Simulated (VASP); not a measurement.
Wanted: the native input for a VASP 6.6.1 run.

```yaml
Task: single point
Functional: PBE
Potentials_or_basis: VASP PAW PBE potentials, release 64 (Be, S)
Cutoff: 520 eV
k_mesh: 4 × 4 × 4
Occupations: gaussian, width 0.01 eV
Spin: no spin polarisation
Dipole_correction: no
Further_INCAR_settings: ALGO = Normal; EDIFF = 1e-06; NBANDS = 11
```

The structure of BeS lies in POSCAR:

```
BeS
1.0
    0.0000000000      2.4343066380      2.4343066380
    2.4343066380      0.0000000000      2.4343066380
    2.4343066380      2.4343066380      0.0000000000
Be S
1 1
Direct
    0.0000000000      0.0000000000      0.0000000000
    0.2500000000      0.2500000000      0.2500000000
```

These files were run (other wordings do the same):

INCAR

```
ALGO     = Normal         # electronic algorithm
EDIFF    = 1E-6           # SCF threshold, eV
ENCUT    = 520            # plane-wave cutoff, eV
GGA      = PE             # functional
ISIF     = 2              # what is computed and relaxed
ISMEAR   = 0              # smearing method
LASPH    = T              # aspherical terms in the spheres
LCHARG   = F              # write CHGCAR
LREAL    = F              # projectors in reciprocal space
LWAVE    = F              # write WAVECAR
NBANDS   = 11             # bands
NELM     = 80             # most SCF steps
PREC     = Accurate       # precision mode
SIGMA    = 0.01           # smearing width, eV
```

KPOINTS

```
k-points
0
Gamma
  4 4 4
```

Potentials or basis: VASP PAW PBE potentials, release 64 (Be, S).

Launch:

```console
$ cat potpaw_PBE.64/Be/POTCAR potpaw_PBE.64/S/POTCAR > POTCAR
$ mpirun -np 1 vasp_std > vasp.out
```

It gave:

```json
{
  "Pressure": "1.0 GPa",
  "Band gap on the k mesh": "3.12 eV, indirect (least direct gap 5.66 eV)"
}
```

Caveat: the k points lie up to 0.56 Å⁻¹ apart.

Run time: 2.9 s on 1 thread of Intel Xeon 6975P-C (shared host), peak memory 0.14 GiB.
